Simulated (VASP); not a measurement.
Runs of VASP 6.6.1 on NaH. It takes space group P6_3/mmc (No. 194, hexagonal). Conventional cell: a = 3.953 Å, b = 3.953 Å, c = 4.828 Å, α = 90.00°, β = 90.00°, γ = 120.00°. Within 3.0 Å of Na (site symmetry -6m2) lie 5 H at 2.28 to 2.41 Å. Within 3.0 Å of H (site symmetry -6m2) lie 5 Na at 2.28 to 2.41 Å. 

```csv
level,potentials or basis,grid for exact exchange (PRECFOCK),screening parameter,gap on the mesh (eV),pressure (GPa)
PBE,"VASP PAW PBE potentials, release 64 (Na_pv, H)",-,-,(b),(a)
r2SCAN,"VASP PAW PBE potentials, release 64 (Na_pv, H)",-,-,3.68,-0.2
HSE06,"VASP PAW PBE potentials, release 64 (Na_pv, H)",Normal,0.2079 1/Å,4.26,0.1
LDA,"VASP PAW LDA potentials, release 64 (Na_pv, H)",-,-,(c),-1.4
```

Alike in all rows: task single point; no spin polarisation; cell as given; k mesh 6 × 6 × 4; cutoff (eV) 520; smearing gaussian 0.01 eV.

Question: Fill in the values left out.

Answer: (a) 0.3; (b) 3.33; (c) 2.98.

Caveats: the PAW data sets were made with another functional, which shifts forces and pressure a little (some runs).

A k mesh can miss the band edges.
